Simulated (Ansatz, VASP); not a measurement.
Pb: VASP beside Ansatz

```
Pb
1.0
     5.82823    0.00000    0.00000
    -2.91412    5.04740    0.00000
     0.00000    0.00000    3.51802
Pb
3
Direct
  0.00000 0.00000 0.00000
  0.33333 0.66667 0.50000
  0.66667 0.33333 0.50000
```

Alike in both runs: task single point; functional revPBE; k mesh 7 × 7 × 10; occupations fermi-dirac, width 0.1 eV; no spin polarisation.

```csv
,VASP,Ansatz
version,VASP 6.6.1,Ansatz 0.2.0
potentials or method,"VASP PAW PBE potentials, release 64 (Pb_d), cutoff 520 eV","plane waves (420 eV) with PAW, scalar-relativistic"
valence electrons in the cell,42,42
```

```tsv
	VASP	Ansatz	Ansatz less VASP
pressure (GPa)	-1.2	-1.2	+0.04
traceless stress, the component that is largest in VASP (GPa)	-0.46	-0.46	0.000
```

VASP's potentials were made for PBE, not for revPBE. The functional is the same, so the differences come from potentials, cutoffs and numerics.

Spin-orbit coupling is off throughout.
